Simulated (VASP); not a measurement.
# W (I4/mmm) in VASP: further runs

The runs below take W through single point, with LDA.

Program: VASP 6.6.1. These are calculated values, not measurements. Logs are shortened: lines on timing, memory, paths and dates and some standing lists are left out, and cuts for length are marked.

## Step 1: The cell of the first run

It takes space group I4/mmm (No. 139, tetragonal). The conventional cell has a = 3.278 Å, b = 3.278 Å, c = 2.917 Å, α = 90.00°, β = 90.00°, γ = 90.00°. W (site symmetry 4/mmm) has 14 W at 2.74 to 3.28 Å within 3.6 Å.

## Step 2: Single point, LDA (15.68 Å³/atom)

File INCAR:

```
SYSTEM = W
PREC = Accurate
ENCUT = 520
EDIFF = 1E-7
ISMEAR = 0
SIGMA = 0.15
LREAL = .False.
LASPH = .True.
NELM = 60
ALGO = Fast
ISIF = 2
LWAVE = .False.
LCHARG = .False.
NBANDS = 13
```

File KPOINTS:

```
regular mesh
0
Gamma
  22 22 22
  0 0 0
```

File POSCAR:

```
W
1.0
    0.0000000000      2.3182184599      1.4586230550
    2.3182184599      0.0000000000      1.4586230550
    2.3182184599      2.3182184599      0.0000000000
W
1
Direct
    0.0000000000      0.0000000000      0.0000000000
```

Potentials or basis: VASP PAW LDA potentials, release 64 (W_sv).

Started as:

```console
$ cat potpaw_LDA.64/W_sv/POTCAR > POTCAR
$ mpirun -np 1 vasp_std > vasp.out
```

OUTCAR:

```text
SYSTEM = W
   PREC = Accurate
   ENCUT = 520
   EDIFF = 1E-7
   ISMEAR = 0
   LREAL = .False.
   LASPH = .True.
   NELM = 60
   ISIF = 2

 ion  position               nearest neighbor table
   1  0.000  0.000  0.000-

  LATTYP: Found a body centered tetragonal cell.
 ALAT       =     3.2784559865
 C/A-ratio  =     0.8898231735

  Lattice vectors:

 A1 = (   0.0000000000,  -2.3182184599,  -1.4586230550)
 A2 = (   0.0000000000,   2.3182184599,  -1.4586230550)
 A3 = (   2.3182184599,   0.0000000000,   1.4586230550)

Analysis of symmetry for initial positions (statically):
=====================================================================
 Subroutine PRICEL returns:
 Original cell was already a primitive cell.

 Routine SETGRP: Setting up the symmetry group for a
 body centered tetragonal supercell.

 Subroutine GETGRP returns: Found 16 space group operations
 (whereof 16 operations were pure point group operations)
 out of a pool of 16 trial point group operations.

The static configuration has the point symmetry D_4h.

Analysis of symmetry for dynamics (positions and initial velocities):
=====================================================================
 Subroutine PRICEL returns:
 Original cell was already a primitive cell.

 Routine SETGRP: Setting up the symmetry group for a
 body centered tetragonal supercell.

 Subroutine GETGRP returns: Found 16 space group operations
 (whereof 16 operations were pure point group operations)
 out of a pool of 16 trial point group operations.

The dynamic configuration has the point symmetry D_4h.

 Subroutine INISYM returns: Found 16 space group operations
 (whereof 16 operations are pure point group operations),
 and found     1 'primitive' translations

----------------------------------------------------------------------------------------

                                     Primitive cell

  volume of cell :      15.6777

  direct lattice vectors                    reciprocal lattice vectors
     0.000000000  2.318218460  1.458623055    -0.215682865  0.215682865  0.342789042
     2.318218460  0.000000000  1.458623055     0.215682865 -0.215682865  0.342789042
     2.318218460  2.318218460  0.000000000     0.215682865  0.215682865 -0.342789042

  length of vectors
     2.738926440  2.738926440  3.278455987     0.458849130  0.458849130  0.458849130

  position of ions in fractional coordinates (direct lattice)
     0.000000000  0.000000000  0.000000000

  ion indices of the primitive-cell ions
   primitive index   ion index
                 1           1

----------------------------------------------------------------------------------------

 KPOINTS: regular mesh

Automatic generation of k-mesh.
 Grid dimensions read from file:
 generate k-points for:   22   22   22

 Generating k-lattice:

  Cartesian coordinates                     Fractional coordinates (reciprocal lattice)
    -0.009803767  0.009803767  0.015581320     0.045454545  0.000000000  0.000000000
     0.009803767 -0.009803767  0.015581320     0.000000000  0.045454545  0.000000000
     0.009803767  0.009803767 -0.015581320     0.000000000  0.000000000  0.045454545

  Length of vectors
     0.020856779  0.020856779  0.020856779

  Shift w.r.t. Gamma in fractional coordinates (k-lattice)
     0.000000000  0.000000000  0.000000000

 Subroutine IBZKPT returns following result:
 ===========================================

 Found    834 irreducible k-points:

 Following reciprocal coordinates:
            Coordinates               Weight
  0.000000  0.000000  0.000000      1.000000
  0.045455 -0.000000  0.000000      8.000000
  0.090909 -0.000000  0.000000      8.000000
  0.136364 -0.000000  0.000000      8.000000
  0.181818  0.000000  0.000000      8.000000
  0.227273  0.000000  0.000000      8.000000
[... 16 lines left out ...]
  0.500000  0.045455  0.000000      8.000000
 -0.454545  0.045455  0.000000      8.000000
 [... further k-points ...]
   k-points           NKPTS =    834   k-points in BZ     NKDIM =    834   number of bands    NBANDS=     13
   number of dos      NEDOS =    301   number of ions     NIONS =      1
   total plane-waves  NPLWV =   9600
   dimension x,y,z NGX =    20 NGY =   20 NGZ =   24
   dimension x,y,z NGXF=    40 NGYF=   40 NGZF=   48
   ions per type =               1
   NGX,Y,Z   is equivalent  to a cutoff of  12.14, 12.14, 12.17 a.u.
   NGXF,Y,Z  is equivalent  to a cutoff of  24.28, 24.28, 24.34 a.u.
 SYSTEM =  W
   PREC   = accura    normal or accurate (medium, high low for compatibility)
   ISTART =      0    job   : 0-new  1-cont  2-samecut
   ICHARG =      2    charge: 1-file 2-atom 10-const
   ISPIN  =      1    spin polarized calculation?
   LNONCOLLINEAR =      F non collinear calculations
   LSORBIT =      F    spin-orbit coupling
   LASPH  =      T    aspherical Exc in radial PAW
   ENCUT  =  520.0 eV  38.22 Ry    6.18 a.u.   5.09  5.09  6.10*2*pi/ulx,y,z
   NELM   =     60;   NELMIN=  2; NELMDL= -5     # of ELM steps
   EDIFF  = 0.1E-06   stopping-criterion for ELM
   LREAL  =      F    real-space projection
   EDIFFG = 0.1E-05   stopping-criterion for IOM
   NSW    =      0    number of steps for IOM
   IBRION =     -1    ionic relax: 0-MD 1-quasi-New 2-CG
   NFREE  =      0    steps in history (QN), initial steepest desc. (CG)
   ISIF   =      2    stress and relaxation
   ISYM   =      2    0-nonsym 1-usesym 2-fastsym
   POTIM  = 0.5000    time-step for ionic-motion
   TEBEG  =    0.0;   TEEND  =   0.0 temperature during run
   PSTRESS=    0.0 pullay stress
   NELECT =      14.0000    total number of electrons
   NUPDOWN=      -1.0000    fix difference up-down
   EMIN   =  10.00;   EMAX   =-10.00  energy-range for DOS
   EFERMI =   0.00;   METHOD = LEGACY
   ISMEAR =     0;   SIGMA  =   0.15  broadening in eV -4-tet -1-fermi 0-gaus
   EFERMI_NEDOS =   21; number of points for ismear=-14 and -15
   IALGO  =     68    algorithm
   IMIX   =      4    mixing-type and parameters
     AMIX     =   0.40;   BMIX     =  1.00
     AMIX_MAG =   1.60;   BMIX_MAG =  1.00
  volume/ion in A,a.u.               =      15.68       105.80
  Fermi-wavevector in a.u.,A,eV,Ry     =   1.576486  2.979127 33.814690  2.485310
  Thomas-Fermi vector in A             =   2.677312
   LORBIT       =      0    0 simple, 1 ext, 2 COOP (PROOUT), +10 PAW based schemes
   GGA     = CA    functional components
   LHFCALC =     F    Hartree Fock is set to
   AEXX    =    0.0000 exact exchange contribution
   IVDW    =     0    specifies the selected vdW correction
   LEPSILON=     F    determine dielectric tensor
   LRPA    =     F    only Hartree local field effects (RPA)
 non-spin polarized calculation
 RMM-DIIS sequential band-by-band and
 Gauss-broadening in eV      SIGMA  =   0.15
  energy-cutoff  :      520.00
  volume of cell :       15.68
 maximum number of plane-waves:       438
   NGX = 11   NGY = 11   NGZ = 13

 number of electron      13.9999997 magnetization

 Free energy of the ion-electron system (eV)
  ---------------------------------------------------
  ext. energy  EPLUGINS =         0.00000000
  ---------------------------------------------------
  free energy    TOTEN  =       -13.95706904 eV

  energy without entropy =      -13.95114419  energy(sigma->0) =      -13.95410661

 E-fermi :  11.4628     XC(G=0): -13.8870

 val. band max:       11.4606733480   @ k =  -0.1818   0.3182   0.1818
 cond. band min:      11.4697055975   @ k =   0.4091   0.2727   0.1364
 fundamental gap:      0.0090322496
 Fermi energy:        11.4627901038

 k-point     1 :       0.0000    0.0000    0.0000
  band No.  band energies     occupation
      1     -62.2387      2.00000
      2     -26.0626      2.00000
      3     -26.0626      2.00000
      4     -25.9631      2.00000
      5       1.8770      2.00000
      6       9.2322      2.00000
      7      10.9120      2.00000
      8      10.9120      2.00000
      9      12.4383      0.00000
     10      14.6450      0.00000
     11      25.4568      0.00000
     12      25.4568      0.00000
     13      27.8579      0.00000

 k-point     2 :       0.0455   -0.0000    0.0000
  band No.  band energies     occupation
      1     -62.2356      2.00000
      2     -26.0781      2.00000
      3     -26.0722      2.00000
      4     -25.9798      2.00000
      5       1.9849      2.00000
      6       9.2618      2.00000
      7      10.8756      2.00000
      8      10.9032      2.00000
      9      12.4516      0.00000
     10      14.5497      0.00000
     11      25.6514      0.00000
     12      25.6646      0.00000
     13      27.9610      0.00000

 k-point     3 :       0.0909   -0.0000    0.0000
  band No.  band energies     occupation
      1     -62.2265      2.00000
      2     -26.1430      2.00000
      3     -26.1002      2.00000
      4     -26.0086      2.00000
      5       2.3004      2.00000
      6       9.3005      2.00000
      7      10.7439      2.00000
      8      10.9390      2.00000
      9      12.5173      0.00000
     10      14.3175      0.00000
     11      26.2046      0.00000
     12      26.2197      0.00000
     13      28.2298      0.00000
[... 305 lines left out ...]
 k-point    23 :       0.5000    0.0455    0.0000
  band No.  band energies     occupation
      1     -62.0818      2.00000
      2     -27.3704      2.00000
      3     -26.5316      2.00000
      4     -26.1317      2.00000
      5       5.2625      2.00000
      6       7.4874      2.00000
      7      12.1744      0.00000
      8      13.5725      0.00000
      9      16.0605      0.00000
     10      17.6033      0.00000
     11      22.8680      0.00000
     12      23.5286      0.00000
     13      27.4037      0.00000

 k-point    24 :      -0.4545    0.0455    0.0000
  band No.  band energies     occupation
      1     -62.0858      2.00000
      2     -27.3379      2.00000
      3     -26.5242      2.00000
      4     -26.1251      2.00000
      5       5.2867      2.00000
      6       7.5444      2.00000
      7      11.9923      0.00000
      8      13.4671      0.00000
      9      15.7254      0.00000
     10      17.3401      0.00000
     11      22.8962      0.00000
     12      24.2970      0.00000
     13      27.7816      0.00000

 [... further k-points ...]

------------------------ aborting loop because EDIFF is reached ----------------------------------------

  FORCE on cell =-STRESS in cart. coord.  units (eV):
  Direction    XX          YY          ZZ          XY          YZ          ZX
  --------------------------------------------------------------------------------------
  -------------------------------------------------------------------------------------
  Total       -1.3641137     -1.3641137      2.3081037      0.0000000      0.0000000      0.0000000
  in kB     -139.4053202   -139.4053202    235.8761909      0.0000000      0.0000000      0.0000000
  external PRESSURE =     -14.3114832 kB  Pullay stress =       0.0000000 kB

 VOLUME and BASIS-vectors are now :
 -----------------------------------------------------------------------------
  energy-cutoff  :      520.00
  volume of cell :       15.68
      direct lattice vectors                 reciprocal lattice vectors
     0.000000000  2.318218460  1.458623055    -0.215682865  0.215682865  0.342789042
     2.318218460  0.000000000  1.458623055     0.215682865 -0.215682865  0.342789042
     2.318218460  2.318218460  0.000000000     0.215682865  0.215682865 -0.342789042

 POSITION                                       TOTAL-FORCE (eV/Angst)
 -----------------------------------------------------------------------------------
      0.00000      0.00000      0.00000         0.000000      0.000000      0.000000
 -----------------------------------------------------------------------------------
    total drift:                               -0.000000     -0.000000     -0.000000

  FREE ENERGIE OF THE ION-ELECTRON SYSTEM (eV)
  ---------------------------------------------------
  free  energy   TOTEN  =       -13.9570690425 eV

  energy  without entropy=      -13.9511441855  energy(sigma->0) =      -13.95410661
```

It took 2 min on 1 thread of AMD EPYC 7R13 (Zen 3), shared host; peak memory 0.23 GiB.

Results:

```
Free energy            : -13.9571 eV
Pressure               : -1.4 GPa
Band gap on the k mesh : zero (bands 7 and 8 overlap by 6.50 eV)
```

Caveat: spin-orbit coupling is left out, which moves the levels of the heavy elements.

## Step 3: Single point, LDA (15.68 Å³/atom)

File INCAR:

```
PREC = Accurate
ENCUT = 520
EDIFF = 1E-6
ISMEAR = 0
SIGMA = 0.15
LREAL = F
LASPH = T
NELM = 60
ALGO = Fast
ISIF = 2
LWAVE = F
LCHARG = T
LELF = T
LVHAR = T
NBANDS = 13
```

File KPOINTS:

```
regular mesh
0
Gamma
  22 22 22
```

File POSCAR:

```
W
1.0
    0.0000000000      2.0914165970      1.7921348820
    2.0914165970      0.0000000000      1.7921348820
    2.0914165970      2.0914165970      0.0000000000
W
1
Direct
    0.0000000000      0.0000000000      0.0000000000
```

Potentials or basis: VASP PAW LDA potentials, release 64 (W_sv).

Started as:

```console
$ cat potpaw_LDA.64/W_sv/POTCAR > POTCAR
$ mpirun -np 1 vasp_std > vasp.out
```

Run time: 2 min. Hardware: 1 thread of AMD EPYC 7R13 (Zen 3), shared host; peak memory 0.23 GiB.

It converged, with:

| Property | Result |
| --- | --- |
| Free energy | -13.8190 eV |
| Pressure | 0.3 GPa |
| Band gap on the k mesh | zero (bands 7 and 8 overlap by 5.81 eV) |

Stress tensor (GPa, compression positive):
```
 11.08   0.00   0.00
  0.00  11.08   0.00
  0.00   0.00 -21.12
```

Levels at points of the mesh, in eV from the Fermi level:
```tsv
k point	band 4	band 5	band 6	band 7	band 8	band 9	band 10	band 11
(0.00, 0.00, 0.00)	-37.38	-9.51	-1.50	-1.50	0.45	0.66	3.17	12.95
(0.50, 0.00, 0.00)	-37.44	-6.22	-2.44	0.12	0.63	4.01	5.70	10.82
(0.50, 0.50, 0.00)	-38.12	-6.09	-5.51	4.89	5.33	5.66	5.66	10.31
(0.50, 0.00, 0.50)	-37.61	-6.22	-4.82	2.08	4.24	4.49	6.47	11.49
```

Caveat: spin-orbit coupling is left out, which moves the levels of the heavy elements.
